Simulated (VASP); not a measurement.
MgO, 2 atoms in the cell. It takes space group Fm-3m (No. 225, cubic). Conventional cell: a = 4.159 Å, b = 4.159 Å, c = 4.159 Å, α = 90.00°, β = 90.00°, γ = 90.00°. Mg (site symmetry m-3m) has 6 O at 2.08 Å within 2.8 Å. O (site symmetry m-3m) has 6 Mg at 2.08 Å within 2.8 Å. 

- Program: VASP 6.6.1
- Task: single point
- Functional: LDA
- Potentials or basis: VASP PAW LDA potentials, release 64 (Mg_sv, O)
- Cutoff: 840 eV
- k mesh: 10 × 10 × 10
- Occupations: gaussian, width 0.02 eV
- Spin: no spin polarisation
- Dipole correction: no
- Further INCAR settings: ALGO = Normal; EDIFF = 1e-06; NBANDS = 15

Potentials or basis: VASP PAW LDA potentials, release 64 (Mg_sv, O).

Run with:

```bash
$ cat potpaw_LDA.64/Mg_sv/POTCAR potpaw_LDA.64/O/POTCAR > POTCAR
$ mpirun -np 1 vasp_std > vasp.out
```

Hardware: 1 thread of Intel(R) Xeon(R) Platinum 8375C CPU @ 2.90GHz (Ice Lake) (shared host).

**Question.** How long does it take, and how much memory?

**Answer.** Run time: 14 s on 1 thread of Intel(R) Xeon(R) Platinum 8375C CPU @ 2.90GHz (Ice Lake), with other jobs on the host, peak memory 0.15 GiB. Counts: scf iterations 12, k points 47.
